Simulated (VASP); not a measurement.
SiMo3:

```
Mo Si
1.0
     4.88900    0.00000    0.00000
     0.00000    4.88900    0.00000
     0.00000    0.00000    4.88900
Mo Si
6 2
Cartesian
  0.0000 2.4445 1.2223
  0.0000 2.4445 3.6668
  2.4445 1.2223 0.0000
  3.6668 0.0000 2.4445
  2.4445 3.6668 0.0000
  1.2223 0.0000 2.4445
  2.4445 2.4445 2.4445
  0.0000 0.0000 0.0000
```

- Program: VASP 6.6.1
- Task: relaxation of cell and atoms
- Functional: PBEsol
- Potentials or basis: VASP PAW PBE potentials, release 64 (Mo_sv, Si)
- Cutoff: 600 eV
- k mesh: 6 × 6 × 6
- Occupations: fermi-dirac, width 0.05 eV
- Spin: no spin polarisation

At the start: pressure -3.8 GPa; volume 14.61 Å³/atom.

Question: Where does the relaxation end?

Answer: Over 3 steps the energy falls by 2.6 meV/atom and the volume is 14.39 Å³/atom (-1.5 %); space group Pm-3n (No. 223, to 0.05 Å).

The path:
```csv
step,energy change (eV),largest force (eV/Å),pressure (GPa),volume (Å³)
1,0.0000,0.0000,-3.85,116.86
2,0.1089,0.0000,10.52,111.03
3,-0.0212,0.0000,-0.07,115.15
```

Final structure:
```cif
data_structure
_symmetry_space_group_name_H-M 'P 1'
_symmetry_Int_Tables_number 1
_cell_length_a 4.8650
_cell_length_b 4.8650
_cell_length_c 4.8650
_cell_angle_alpha 90.000
_cell_angle_beta 90.000
_cell_angle_gamma 90.000
_cell_volume 115.15
loop_
_atom_site_label
_atom_site_type_symbol
_atom_site_fract_x
_atom_site_fract_y
_atom_site_fract_z
_atom_site_occupancy
Mo1 Mo 0.00000 0.50000 0.25000 1
Mo2 Mo 0.00000 0.50000 0.75000 1
Mo3 Mo 0.50000 0.25000 0.00000 1
Mo4 Mo 0.75000 0.00000 0.50000 1
Mo5 Mo 0.50000 0.75000 0.00000 1
Mo6 Mo 0.25000 0.00000 0.50000 1
Si1 Si 0.50000 0.50000 0.50000 1
Si2 Si 0.00000 0.00000 0.00000 1
```

Caveat: the PAW data sets were made with another functional, which shifts forces and pressure a little.
